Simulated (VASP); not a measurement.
Here is a VASP 6.6.1 calculation.

The input INCAR:

```
PREC = Accurate ; ENCUT = 520
EDIFF = 1E-6 ; ISMEAR = -1
SIGMA = 0.05 ; LREAL = F
LASPH = T ; NELM = 80
ALGO = Normal ; ISIF = 2
LWAVE = F ; LCHARG = F
NBANDS = 8
```

File KPOINTS:

```
Automatic mesh
0
Gamma
  16 16 16
```

POSCAR

```
Al
1.0
    0.0000000000      1.9916592685      1.9916592685
    1.9916592685      0.0000000000      1.9916592685
    1.9916592685      1.9916592685      0.0000000000
Al
1
Direct
    0.0000000000      0.0000000000      0.0000000000
```

Potentials or basis: VASP PAW LDA potentials, release 64 (Al).

Run with:

```console
$ cat potpaw_LDA.64/Al/POTCAR > POTCAR
$ mpirun -np 1 vasp_std > vasp.out
```

**Question.** What does it give for the pressure?

**Answer.** 0.1 GPa.
